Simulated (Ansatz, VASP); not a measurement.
Two plane-wave programs on Si3Ge

```
Si Ge
1.0
     1.94265    1.12159    6.34097
    -1.94265    1.12159    6.34097
     0.00000   -2.24318    6.34097
Si Ge
3 1
Direct
  0.00134 0.00134 0.00134
  0.49871 0.49871 0.49871
  0.37501 0.37501 0.37501
  0.87495 0.87495 0.87495
```

Alike in both runs: task single point; functional PBE; k mesh 8 × 8 × 8; occupations fermi-dirac, width 0.02 eV; no spin polarisation.

```csv
,VASP,Ansatz
version,VASP 6.6.1,Ansatz 0.2.0
potentials or method,"VASP PAW PBE potentials, release 64 (Si, Ge_d)","plane waves, PAW"
plane-wave cutoff (eV),520,420
valence electrons in the cell,26,26
```

```tsv
	VASP	Ansatz	Ansatz less VASP
pressure (GPa)	1.8	1.8	+0.07
rms of the force components (eV/Å)	0.030	0.031	+0.0005
```

Atom by atom the forces differ by 0.001 eV/Å (rms over components).
